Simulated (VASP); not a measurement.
Here is a VASP 6.6.1 calculation.

File INCAR:

```
SYSTEM = NaY
  PREC = Accurate
  ENCUT = 600
  EDIFF = 1E-7
  ISMEAR = 0
  SIGMA = 0.1
  LREAL = .False.
  LASPH = .True.
  NELM = 100
  ALGO = Normal
  ISIF = 3
  LWAVE = .False.
  LCHARG = .False.
  GGA = PE
  IBRION = 2
  NSW = 100
  EDIFFG = -0.01
```

KPOINTS

```
regular mesh
0
Gamma
  14 14 14
  0 0 0
```

File POSCAR:

```
NaY
1.0
    3.9922952552      0.0000000000      0.0000000000
    0.0000000000      3.9922952552      0.0000000000
    0.0000000000      0.0000000000      3.9922952552
Na Y
1 1
Direct
    0.0000000000      0.0000000000      0.0000000000
    0.5000000000      0.5000000000      0.5000000000
```

Potentials or basis: VASP PAW PBE potentials, release 64 (Na_pv, Y_sv).

Launch:

```console
$ cat potpaw_PBE.64/Na_pv/POTCAR potpaw_PBE.64/Y_sv/POTCAR > POTCAR
$ mpirun -np 1 vasp_std > vasp.out
```

What does it give for the relaxed volume?

32.29 Å³/atom.

Estimate the space group after relaxing (to 0.05 Å).

Pm-3m (No. 221).

Estimate the relaxed cell.

a = 4.012 Å, b = 4.012 Å, c = 4.012 Å, α = 90.00°, β = 90.00°, γ = 90.00°.

Final structure:
```xyz
2
Lattice="4.0121 0.0000 0.0000 0.0000 4.0121 0.0000 0.0000 0.0000 4.0121" Properties=species:S:1:pos:R:3 pbc="T T T"
Na    0.0000    0.0000    0.0000
Y     2.0060    2.0060    2.0060
```
